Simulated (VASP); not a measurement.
# MgH2 (Cmc2_1) in VASP: relaxation of cell and atoms with PBE

Aim: the relaxation of cell and atoms of MgH2 with PBE.

Program: VASP 6.6.1. These are calculated values, not measurements. Logs are shortened: lines on timing, memory, paths and dates and some standing lists are left out, and cuts for length are marked.

## (1) The cell of the first run

The structure is orthorhombic, space group Cmc2_1 (No. 36). Conventional cell: a = 4.765 Å, b = 4.914 Å, c = 4.493 Å, α = 90.00°, β = 90.00°, γ = 90.00°. Within 2.5 Å of Mg (site symmetry m) lie 6 H at 1.87 to 1.89 Å. H (site symmetry 1) has 3 Mg at 1.87 to 1.89 Å and 6 H at 2.32 to 2.46 Å within 2.5 Å.

The cell was generated, and may not be a known phase.

## (2) Relaxation of cell and atoms, PBE

File INCAR:

```
PREC = Accurate
ENCUT = 840
EDIFF = 1E-7
ISMEAR = 0
SIGMA = 0.1
LREAL = False
LASPH = True
NELM = 120
ALGO = Normal
ISIF = 3
LWAVE = False
LCHARG = False
GGA = PE
IBRION = 2
NSW = 90
EDIFFG = -0.04
GGA_COMPAT = False
NELMIN = 4
```

File KPOINTS:

```
regular mesh
0
Gamma
  6 6 4
```

File POSCAR:

```
MgH2
1.0
    2.3823305200     -2.4572314900      0.0000000000
    2.3823305200      2.4572314900      0.0000000000
    0.0000000000      0.0000000000      4.4930285100
Mg H
2 4
Direct
    0.6560795200      0.3439204800      0.7856407100
    0.3439204800      0.6560795200      0.2856407100
    0.3572904200      0.1559924700      0.1071215300
    0.6427095800      0.8440075300      0.6071215300
    0.1559924700      0.3572904200      0.6071215300
    0.8440075300      0.6427095800      0.1071215300
```

Potentials or basis: VASP PAW PBE potentials, release 64 (Mg_sv, H).

Launch:

```sh
cat potpaw_PBE.64/Mg_sv/POTCAR potpaw_PBE.64/H/POTCAR > POTCAR
mpirun -np 1 vasp_std > vasp.out
```

OUTCAR:

```text
PREC = Accurate
   ENCUT = 840
   EDIFF = 1E-7
   ISMEAR = 0
   LREAL = False
   LASPH = True
   NELM = 120
   ISIF = 3
   GGA = PE
   IBRION = 2
   NSW = 90
   EDIFFG = -0.04
   NELMIN = 4

 ion  position               nearest neighbor table
   1  0.656  0.344  0.786-
   2  0.344  0.656  0.286-
   3  0.357  0.156  0.107-
   4  0.643  0.844  0.607-
   5  0.156  0.357  0.607-
   6  0.844  0.643  0.107-

  LATTYP: Found a base centered orthorhombic cell.
 ALAT       =     4.7646610400
 B/A-ratio  =     1.0314402092
 C/A-ratio  =     0.9429901670

  Lattice vectors:

 A1 = (   2.3823305200,  -2.4572314900,   0.0000000000)
 A2 = (   2.3823305200,   2.4572314900,   0.0000000000)
 A3 = (   0.0000000000,   0.0000000000,   4.4930285100)

Analysis of symmetry for initial positions (statically):
=====================================================================
 Subroutine PRICEL returns:
 Original cell was already a primitive cell.

 Routine SETGRP: Setting up the symmetry group for a
 base centered orthorhombic supercell.

 Subroutine GETGRP returns: Found  4 space group operations
 (whereof  2 operations were pure point group operations)
 out of a pool of  8 trial point group operations.

The static configuration has the point symmetry C_1h.
 The point group associated with its full space group is C_2v.

Analysis of symmetry for dynamics (positions and initial velocities):
=====================================================================
 Subroutine PRICEL returns:
 Original cell was already a primitive cell.

 Routine SETGRP: Setting up the symmetry group for a
 base centered orthorhombic supercell.

 Subroutine GETGRP returns: Found  4 space group operations
 (whereof  2 operations were pure point group operations)
 out of a pool of  8 trial point group operations.

The dynamic configuration has the point symmetry C_1h.
 The point group associated with its full space group is C_2v.

 Subroutine INISYM returns: Found  4 space group operations
 (whereof  2 operations are pure point group operations),
 and found     1 'primitive' translations

----------------------------------------------------------------------------------------

                                     Primitive cell

  volume of cell :      52.6038

  direct lattice vectors                    reciprocal lattice vectors
     2.382330520 -2.457231490  0.000000000     0.209878518 -0.203481032  0.000000000
     2.382330520  2.457231490  0.000000000     0.209878518  0.203481032  0.000000000
     0.000000000  0.000000000  4.493028510     0.000000000  0.000000000  0.222567028

  length of vectors
     3.422496940  3.422496940  4.493028510     0.292324346  0.292324346  0.222567028

  position of ions in fractional coordinates (direct lattice)
     0.656079520  0.343920480  0.785640710
     0.343920480  0.656079520  0.285640710
     0.357290420  0.155992470  0.107121530
     0.642709580  0.844007530  0.607121530
     0.155992470  0.357290420  0.607121530
     0.844007530  0.642709580  0.107121530

  ion indices of the primitive-cell ions
   primitive index   ion index
                 1           1
                 2           2
                 3           3
                 4           4
                 5           5
                 6           6

----------------------------------------------------------------------------------------

 KPOINTS: regular mesh

Automatic generation of k-mesh.
 Grid dimensions read from file:
 generate k-points for:    6    6    4

 Generating k-lattice:

  Cartesian coordinates                     Fractional coordinates (reciprocal lattice)
     0.034979753 -0.033913505  0.000000000     0.166666667  0.000000000  0.000000000
     0.034979753  0.033913505  0.000000000     0.000000000  0.166666667  0.000000000
     0.000000000  0.000000000  0.055641757     0.000000000  0.000000000  0.250000000

  Length of vectors
     0.048720724  0.048720724  0.055641757

  Shift w.r.t. Gamma in fractional coordinates (k-lattice)
     0.000000000  0.000000000  0.000000000

 Subroutine IBZKPT returns following result:
 ===========================================

 Found     39 irreducible k-points:

 Following reciprocal coordinates:
            Coordinates               Weight
  0.000000  0.000000  0.000000      1.000000
  0.166667 -0.000000  0.000000      4.000000
  0.333333  0.000000  0.000000      4.000000
  0.500000 -0.000000  0.000000      2.000000
  0.166667  0.166667  0.000000      2.000000
  0.333333  0.166667  0.000000      4.000000
[... 16 lines left out ...]
  0.333333  0.333333  0.250000      4.000000
  0.500000  0.333333  0.250000      8.000000
 [... further k-points ...]
   k-points           NKPTS =     39   k-points in BZ     NKDIM =     39   number of bands    NBANDS=     16
   number of dos      NEDOS =    301   number of ions     NIONS =      6
   total plane-waves  NPLWV =  43008
   dimension x,y,z NGX =    32 NGY =   32 NGZ =   42
   dimension x,y,z NGXF=    64 NGYF=   64 NGZF=   84
   ions per type =               2   4
   NGX,Y,Z   is equivalent  to a cutoff of  15.54, 15.54, 15.54 a.u.
   NGXF,Y,Z  is equivalent  to a cutoff of  31.09, 31.09, 31.08 a.u.
 SYSTEM =  unknown system
   PREC   = accura    normal or accurate (medium, high low for compatibility)
   ISTART =      0    job   : 0-new  1-cont  2-samecut
   ICHARG =      2    charge: 1-file 2-atom 10-const
   ISPIN  =      1    spin polarized calculation?
   LNONCOLLINEAR =      F non collinear calculations
   LSORBIT =      F    spin-orbit coupling
   LASPH  =      T    aspherical Exc in radial PAW
   ENCUT  =  840.0 eV  61.74 Ry    7.86 a.u.   8.09  8.09 10.62*2*pi/ulx,y,z
   NELM   =    120;   NELMIN=  4; NELMDL= -5     # of ELM steps
   EDIFF  = 0.1E-06   stopping-criterion for ELM
   LREAL  =      F    real-space projection
   EDIFFG = -.4E-01   stopping-criterion for IOM
   NSW    =     90    number of steps for IOM
   IBRION =      2    ionic relax: 0-MD 1-quasi-New 2-CG
   NFREE  =      1    steps in history (QN), initial steepest desc. (CG)
   ISIF   =      3    stress and relaxation
   ISYM   =      2    0-nonsym 1-usesym 2-fastsym
   POTIM  = 0.5000    time-step for ionic-motion
   TEBEG  =    0.0;   TEEND  =   0.0 temperature during run
   PSTRESS=    0.0 pullay stress
   NELECT =      24.0000    total number of electrons
   NUPDOWN=      -1.0000    fix difference up-down
   EMIN   =  10.00;   EMAX   =-10.00  energy-range for DOS
   EFERMI =   0.00;   METHOD = LEGACY
   ISMEAR =     0;   SIGMA  =   0.10  broadening in eV -4-tet -1-fermi 0-gaus
   EFERMI_NEDOS =   21; number of points for ismear=-14 and -15
   IALGO  =     38    algorithm
   IMIX   =      4    mixing-type and parameters
     AMIX     =   0.40;   BMIX     =  1.00
     AMIX_MAG =   1.60;   BMIX_MAG =  1.00
  volume/ion in A,a.u.               =       8.77        59.16
  Fermi-wavevector in a.u.,A,eV,Ry     =   1.260297  2.381616 21.610786  1.588348
  Thomas-Fermi vector in A             =   2.393813
   LORBIT       =      0    0 simple, 1 ext, 2 COOP (PROOUT), +10 PAW based schemes
   GGA     = PE    functional components
   LHFCALC =     F    Hartree Fock is set to
   AEXX    =    0.0000 exact exchange contribution
   IVDW    =     0    specifies the selected vdW correction
   LEPSILON=     F    determine dielectric tensor
   LRPA    =     F    only Hartree local field effects (RPA)
 conjugate gradient relaxation of ions
 non-spin polarized calculation
 Gauss-broadening in eV      SIGMA  =   0.10
  energy-cutoff  :      840.00
  volume of cell :       52.60
 maximum number of plane-waves:      2934
   NGX = 17   NGY = 17   NGZ = 21

--------------------------------------- Ionic step        1  -------------------------------------------

 number of electron      23.9999976 magnetization

 Free energy of the ion-electron system (eV)
  ---------------------------------------------------
  ext. energy  EPLUGINS =         0.00000000
  ---------------------------------------------------
  free energy    TOTEN  =       -16.54533996 eV

  energy without entropy =      -16.54533996  energy(sigma->0) =      -16.54533996

------------------------ aborting loop because EDIFF is reached ----------------------------------------

  FORCE on cell =-STRESS in cart. coord.  units (eV):
  Direction    XX          YY          ZZ          XY          YZ          ZX
  --------------------------------------------------------------------------------------
  -------------------------------------------------------------------------------------
  Total        2.0621801      3.3740158      4.6884599      0.0000000      0.0000000      0.0000000
  in kB       62.8087148    102.7638662    142.7984626      0.0000000      0.0000000      0.0000000
  external PRESSURE =     102.7903479 kB  Pullay stress =       0.0000000 kB
[... 101 lines left out ...]
  FREE ENERGIE OF THE ION-ELECTRON SYSTEM (eV)
  ---------------------------------------------------
  free  energy   TOTEN  =       -16.8924840822 eV

  energy  without entropy=      -16.8924840822  energy(sigma->0) =      -16.89248408

[... ionic steps 4 to 9 ...]

--------------------------------------- Ionic step       10  -------------------------------------------

 number of electron      24.0000007 magnetization

------------------------ aborting loop because EDIFF is reached ----------------------------------------
[... 75 lines left out ...]
--------------------------------------- Ionic step       12  -------------------------------------------

 number of electron      23.9999996 magnetization

 Free energy of the ion-electron system (eV)
  ---------------------------------------------------
  ext. energy  EPLUGINS =         0.00000000
  ---------------------------------------------------
  free energy    TOTEN  =       -16.96359480 eV

  energy without entropy =      -16.96359161  energy(sigma->0) =      -16.96359320

 E-fermi :   1.9032     XC(G=0):  -8.8032

 val. band max:        1.6685768435   @ k =   0.0000   0.0000   0.0000
 cond. band min:       2.1377384081   @ k =   0.5000   0.5000   0.0000
 fundamental gap:      0.4691615646
 Fermi energy:         1.9031598971

 k-point     1 :       0.0000    0.0000    0.0000
  band No.  band energies     occupation
      1     -74.1197      2.00000
      2     -74.1179      2.00000
      3     -40.9209      2.00000
      4     -40.9188      2.00000
      5     -40.8618      2.00000
      6     -40.8573      2.00000
[... 433 lines left out ...]
      3     -40.9238      2.00000
      4     -40.9210      2.00000
      5     -40.8631      2.00000
      6     -40.8595      2.00000
[... 8 lines left out ...]
     15       5.3964      0.00000
     16       6.4293      0.00000

 [... further k-points ...]

------------------------ aborting loop because EDIFF is reached ----------------------------------------

  FORCE on cell =-STRESS in cart. coord.  units (eV):
  Direction    XX          YY          ZZ          XY          YZ          ZX
  --------------------------------------------------------------------------------------
  -------------------------------------------------------------------------------------
  Total        0.0574111     -0.1368373     -0.2107093      0.0000000      0.0000000      0.0000000
  in kB        1.5726099     -3.7482613     -5.7717705      0.0000000      0.0000000      0.0000000
  external PRESSURE =      -2.6491406 kB  Pullay stress =       0.0000000 kB
[... 21 lines left out ...]
  FREE ENERGIE OF THE ION-ELECTRON SYSTEM (eV)
  ---------------------------------------------------
  free  energy   TOTEN  =       -16.9635948002 eV

  energy  without entropy=      -16.9635916062  energy(sigma->0) =      -16.96359320

 reached required accuracy - stopping structural energy minimisation
```

It took 4.2 min on 1 thread of Intel Xeon Platinum 8488C (Sapphire Rapids), shared host; peak memory 0.23 GiB.

Results:

```yaml
Free_energy: -16.9636 eV
Relaxed_volume: 9.75 Å³/atom
Relaxed_cell: a = 3.512 Å, b = 3.512 Å, c = 4.744 Å, α = 90.00°, β = 90.00°, γ = 91.78°
Space_group_after_relaxing_to_0.1_Å: Cmc2_1 (No. 36)
Energy_gained_by_relaxing: 69.7 meV/atom
Ionic_steps: 12
Pressure_after_relaxing: -0.3 GPa
Largest_force_after_relaxing: 0.023 eV/Å
Band_gap_on_the_k_mesh: 0.47 eV (least direct gap 0.75 eV)
```

Forces in eV/Å, atoms in the order of the input:
```
Mg   0.000 -0.018  0.005
Mg   0.000  0.018  0.005
H   -0.020  0.011 -0.002
H    0.020 -0.011 -0.002
H   -0.020 -0.011 -0.002
H    0.020  0.011 -0.002
```

Step by step:
```csv
step,energy change (eV),largest force (eV/Å),pressure (GPa),volume (Å³)
1,0.0000,1.0609,10.28,52.60
2,-0.2828,0.5026,3.63,57.00
3,-0.3471,0.2175,-0.93,61.49
4,-0.3485,0.2195,-0.45,60.92
5,-0.3630,0.1829,-0.45,60.88
6,-0.3748,0.1996,-0.39,60.77
7,-0.3861,0.1484,-0.25,60.37
8,-0.4008,0.0816,0.23,59.16
9,-0.4056,0.0654,-0.11,59.32
10,-0.4094,0.1024,-0.76,59.62
11,-0.4125,0.0759,-0.64,59.34
12,-0.4183,0.0231,-0.26,58.49
```

Final structure:
```xyz
6
Lattice="2.4447 -2.5219 0.0000 2.4447 2.5219 0.0000 0.0000 0.0000 4.7436" Properties=species:S:1:pos:R:3 pbc="T T T"
Mg    2.4447   -1.0489    3.8185
Mg    2.4447    1.0489    1.4467
H     1.2563   -0.3965    0.4623
H     3.6330    0.3965    2.8341
H     1.2563    0.3965    2.8341
H     3.6330   -0.3965    0.4623
```

Levels at points of the mesh, in eV from the valence-band top:
| k point | band 9 | band 10 | band 11 | band 12 | band 13 | band 14 | band 15 | band 16 |
| --- | --- | --- | --- | --- | --- | --- | --- | --- |
| (0.00, 0.00, 0.00) | -8.77 | -4.53 | -1.57 | 0.00 | 0.75 | 5.10 | 6.69 | 7.13 |
| (0.50, 0.00, 0.00) | -6.32 | -5.86 | -2.64 | -2.19 | 3.52 | 3.74 | 6.31 | 6.86 |
| (0.50, 0.50, 0.00) | -4.77 | -4.74 | -3.17 | -1.46 | 0.47 | 1.79 | 4.20 | 5.47 |
| (0.00, 0.00, 0.50) | -7.29 | -7.29 | -0.77 | -0.77 | 6.07 | 6.07 | 6.23 | 6.23 |
| (0.50, 0.00, 0.50) | -4.97 | -4.97 | -4.50 | -4.50 | 6.27 | 6.27 | 6.70 | 6.70 |
| (0.50, 0.50, 0.50) | -3.85 | -3.85 | -3.53 | -3.53 | 1.38 | 1.38 | 2.13 | 2.13 |
